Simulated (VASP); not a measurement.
# Ta (Cmcm) in VASP: single point with PBE

Aim: the single point of Ta with PBE.

Everything below comes from runs of VASP 6.6.1. Logs are shortened: lines on timing, memory, paths and dates and some standing lists are left out, and cuts for length are marked.

### 1 The cell of the first run

It takes space group Cmcm (No. 63, orthorhombic). The conventional cell has a = 4.671 Å, b = 3.303 Å, c = 4.671 Å, α = 90.00°, β = 90.00°, γ = 90.00°. Within 3.7 Å of Ta (site symmetry m2m) lie 14 Ta at 2.83 to 3.30 Å.

### 2 Single point, PBE (atoms displaced along a vibrational mode)

Contents of INCAR:

```
SYSTEM = Ta
PREC     = Accurate       ! precision mode
ENCUT    = 500            ! plane-wave cutoff, eV
EDIFF    = 1E-6           ! SCF threshold, eV
ISMEAR   = 0              ! smearing method
SIGMA    = 0.15           ! smearing width, eV
LREAL    = .False.        ! projectors in reciprocal space
LASPH    = .True.         ! aspherical terms in the spheres
NELM     = 120            ! most SCF steps
ALGO     = Normal         ! electronic algorithm
ISIF     = 2              ! what is computed and relaxed
LWAVE    = .False.        ! write WAVECAR
LCHARG   = .False.        ! write CHGCAR
GGA      = PE             ! functional
NBANDS   = 18             ! bands
GGA_COMPAT= .False.
```

Contents of KPOINTS:

```
Automatic mesh
0
Gamma
  18 18 10
  0 0 0
```

Contents of POSCAR:

```
Ta
1.0
   -1.6512800000      1.6512800000      1.6512800000
    1.6512800000     -1.6512800000      1.6512800000
    3.3025600000      3.3025600000      0.0000000000
Ta
2
Direct
   -0.0075698852     -0.0075698852      0.0000000000
    0.5075698852      0.5075698852      0.5000000000
```

Potentials or basis: VASP PAW PBE potentials, release 64 (Ta_pv).

Command:

```bash
cat potpaw_PBE.64/Ta_pv/POTCAR > POTCAR
mpirun -np 1 vasp_std > vasp.out
```

OUTCAR:

```text
SYSTEM = Ta
   PREC = Accurate
   ENCUT = 500
   EDIFF = 1E-6
   ISMEAR = 0
   LREAL = .False.
   LASPH = .True.
   NELM = 120
   ISIF = 2
   GGA = PE

 ion  position               nearest neighbor table
   1  0.992  0.992  0.000-   2 2.83   2 2.83   2 2.89   2 2.89   2 3.30   2 3.30   2 3.30   2 3.30

   2  0.508  0.508  0.500-   1 2.83   1 2.83   1 2.89   1 2.89   1 3.30   1 3.30   1 3.30   1 3.30

  LATTYP: Found a base centered orthorhombic cell.
 ALAT       =     3.3025600000
 B/A-ratio  =     1.4142135624
 C/A-ratio  =     1.4142135624

  Lattice vectors:

 A1 = (  -1.6512800000,   1.6512800000,   1.6512800000)
 A2 = (   1.6512800000,  -1.6512800000,   1.6512800000)
 A3 = (   3.3025600000,   3.3025600000,   0.0000000000)

Analysis of symmetry for initial positions (statically):
=====================================================================
 Subroutine PRICEL returns:
 Original cell was already a primitive cell.

 Routine SETGRP: Setting up the symmetry group for a
 base centered orthorhombic supercell.

 Subroutine GETGRP returns: Found  8 space group operations
 (whereof  4 operations were pure point group operations)
 out of a pool of  8 trial point group operations.

The static configuration has the point symmetry C_2v.
 The point group associated with its full space group is D_2h.

Analysis of symmetry for dynamics (positions and initial velocities):
=====================================================================
 Subroutine PRICEL returns:
 Original cell was already a primitive cell.

 Routine SETGRP: Setting up the symmetry group for a
 base centered orthorhombic supercell.

 Subroutine GETGRP returns: Found  8 space group operations
 (whereof  4 operations were pure point group operations)
 out of a pool of  8 trial point group operations.

The dynamic configuration has the point symmetry C_2v.
 The point group associated with its full space group is D_2h.

 Subroutine INISYM returns: Found  8 space group operations
 (whereof  4 operations are pure point group operations),
 and found     1 'primitive' translations

----------------------------------------------------------------------------------------

                                     Primitive cell

  volume of cell :      36.0207

  direct lattice vectors                    reciprocal lattice vectors
    -1.651280000  1.651280000  1.651280000    -0.151397704  0.151397704  0.302795407
[... 85 lines left out ...]
   NELM   =    120;   NELMIN=  2; NELMDL= -5     # of ELM steps
   EDIFF  = 0.1E-05   stopping-criterion for ELM
   LREAL  =      F    real-space projection
   EDIFFG = 0.1E-04   stopping-criterion for IOM
   NSW    =      0    number of steps for IOM
   IBRION =     -1    ionic relax: 0-MD 1-quasi-New 2-CG
   NFREE  =      0    steps in history (QN), initial steepest desc. (CG)
   ISIF   =      2    stress and relaxation
   ISYM   =      2    0-nonsym 1-usesym 2-fastsym
   POTIM  = 0.5000    time-step for ionic-motion
   TEBEG  =    0.0;   TEEND  =   0.0 temperature during run
   PSTRESS=    0.0 pullay stress
   NELECT =      22.0000    total number of electrons
   NUPDOWN=      -1.0000    fix difference up-down
   EMIN   =  10.00;   EMAX   =-10.00  energy-range for DOS
   EFERMI =   0.00;   METHOD = LEGACY
   ISMEAR =     0;   SIGMA  =   0.15  broadening in eV -4-tet -1-fermi 0-gaus
   EFERMI_NEDOS =   21; number of points for ismear=-14 and -15
   IALGO  =     38    algorithm
   IMIX   =      4    mixing-type and parameters
     AMIX     =   0.40;   BMIX     =  1.00
     AMIX_MAG =   1.60;   BMIX_MAG =  1.00
  volume/ion in A,a.u.               =      18.01       121.54
  Fermi-wavevector in a.u.,A,eV,Ry     =   1.388988  2.624806 26.249534  1.929286
  Thomas-Fermi vector in A             =   2.513061
   LORBIT       =      0    0 simple, 1 ext, 2 COOP (PROOUT), +10 PAW based schemes
   GGA     = PE    functional components
   LHFCALC =     F    Hartree Fock is set to
   AEXX    =    0.0000 exact exchange contribution
   IVDW    =     0    specifies the selected vdW correction
   LEPSILON=     F    determine dielectric tensor
   LRPA    =     F    only Hartree local field effects (RPA)
 non-spin polarized calculation
 Gauss-broadening in eV      SIGMA  =   0.15
  energy-cutoff  :      500.00
  volume of cell :       36.02
 maximum number of plane-waves:       932
 NGX is ok and might be reduce to    24
   NGX = 11   NGY = 11   NGZ = 17

 number of electron      22.0000005 magnetization

 Free energy of the ion-electron system (eV)
  ---------------------------------------------------
  ext. energy  EPLUGINS =         0.00000000
  ---------------------------------------------------
  free energy    TOTEN  =       -23.62537600 eV

  energy without entropy =      -23.59611925  energy(sigma->0) =      -23.61074762

 E-fermi :   5.4933     XC(G=0): -12.6180

 val. band max:        5.4915938958   @ k =   0.0556  -0.0000   0.3000
 cond. band min:       5.4933948307   @ k =   0.3333   0.1667   0.3000
 fundamental gap:      0.0018009349
 Fermi energy:         5.4932953036

 k-point     1 :       0.0000    0.0000    0.0000
  band No.  band energies     occupation
      1     -28.7598      2.00000
      2     -27.9627      2.00000
      3     -27.5896      2.00000
      4     -27.5839      2.00000
      5     -27.5833      2.00000
      6     -27.5810      2.00000
[... 481 lines left out ...]
      5     -27.6391      2.00000
      6     -27.6220      2.00000
[... 10 lines left out ...]
     17      10.8595      0.00000
     18      14.8746      0.00000

 [... further k-points ...]

------------------------ aborting loop because EDIFF is reached ----------------------------------------

  FORCE on cell =-STRESS in cart. coord.  units (eV):
  Direction    XX          YY          ZZ          XY          YZ          ZX
  --------------------------------------------------------------------------------------
  -------------------------------------------------------------------------------------
  Total        0.7241181      0.7241181      0.6960594      0.0497478      0.0000000      0.0000000
  in kB       32.2083007     32.2083007     30.9602699      2.2127478      0.0000000      0.0000000
  external PRESSURE =      31.7922904 kB  Pullay stress =       0.0000000 kB

 VOLUME and BASIS-vectors are now :
 -----------------------------------------------------------------------------
  energy-cutoff  :      500.00
  volume of cell :       36.02
      direct lattice vectors                 reciprocal lattice vectors
    -1.651280000  1.651280000  1.651280000    -0.151397704  0.151397704  0.302795407
     1.651280000 -1.651280000  1.651280000     0.151397704 -0.151397704  0.302795407
     3.302560000  3.302560000  0.000000000     0.151397704  0.151397704  0.000000000

 POSITION                                       TOTAL-FORCE (eV/Angst)
 -----------------------------------------------------------------------------------
      0.00000      0.00000      3.27756         0.000000      0.000000      0.351755
      1.65128      1.65128      1.67628        -0.000000     -0.000000     -0.351755
 -----------------------------------------------------------------------------------
    total drift:                                0.000000     -0.000000      0.000000

  FREE ENERGIE OF THE ION-ELECTRON SYSTEM (eV)
  ---------------------------------------------------
  free  energy   TOTEN  =       -23.6253759983 eV

  energy  without entropy=      -23.5961192505  energy(sigma->0) =      -23.61074762
```

It took 5.8 min on 1 thread of Oxide Virtual Turin-like, shared host; peak memory 0.33 GiB.

Results:

```yaml
Free_energy: -23.6254 eV
Pressure: 3.2 GPa
Largest_force: 0.352 eV/Å
Band_gap_on_the_k_mesh: zero (bands 11 and 12 overlap by 2.91 eV)
```

Forces in eV/Å, atoms in the order of the input:
```
Ta   0.000  0.000  0.352
Ta   0.000  0.000 -0.352
```

Stress tensor (GPa, compression positive):
```
3.22 0.22 0.00
0.22 3.22 0.00
0.00 0.00 3.10
```

Caveat: the cell differs from its parent crystal (atoms displaced along a vibrational mode); the cell stands under pressure; spin-orbit coupling is left out, which moves the levels of the heavy elements.
